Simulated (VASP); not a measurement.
Write the native input for VASP 6.6.1 that does the following.

* Task: single point
* Functional: BLYP
* Potentials or basis: VASP PAW PBE potentials, release 64 (Pd)
* Cutoff: 400 eV
* k mesh: 1 × 1 × 1
* Occupations: fermi-dirac, width 0.01 eV
* Spin: collinear spin
* Starting moments: [2.0] μB
* Dipole correction: no
* Further INCAR settings: ALGO = Normal; EDIFF = 1e-06; NBANDS = 15; ISYM = 0

The structure of Pd lies in POSCAR:

```
Pd
1.0
   14.0000000000      0.0000000000      0.0000000000
    0.0000000000     14.4000000000      0.0000000000
    0.0000000000      0.0000000000     14.8000000000
Pd
1
Direct
    0.5000000000      0.5000000000      0.5000000000
```

One way to write it, as run:

INCAR

```
SYSTEM = Pd
PREC = Accurate ; ENCUT = 400
EDIFF = 1E-6 ; ISMEAR = -1
SIGMA = 0.01 ; LREAL = .FALSE.
LASPH = .TRUE. ; NELM = 200
ALGO = Normal ; ISIF = 2
LWAVE = .FALSE. ; LCHARG = .FALSE.
ISPIN = 2 ; MAGMOM = 2
LORBIT = 11 ; LMAXMIX = 4
GGA = B5 ; ALDAX = 1.0
AGGAX = 1.0 ; AGGAC = 1.0
ALDAC = 0.0 ; NBANDS = 15
ISYM = 0 ; GGA_COMPAT = .FALSE.
```

KPOINTS

```
Automatic mesh
0
G
  1 1 1
  0 0 0
```

Potentials or basis: VASP PAW PBE potentials, release 64 (Pd).

Run with:

```sh
$ cat potpaw_PBE.64/Pd/POTCAR > POTCAR
$ mpirun -np 1 vasp_gam > vasp.out
```

Results of the run:

```json
{
 "Pressure": "0.0 GPa",
 "Band gap on the k mesh": "0.57 eV",
 "Net moment": "0.00 μB per cell",
 "Valence electrons inside the program's atomic spheres": "Pd 9.15"
}
```

Caveat: the PAW data sets were made with another functional, which shifts forces and pressure a little.

Wall time 9.8 min on 1 thread of Intel(R) Xeon(R) Platinum 8259CL CPU @ 2.50GHz (Skylake/Cascade Lake) (shared host), peak memory 2 GiB.
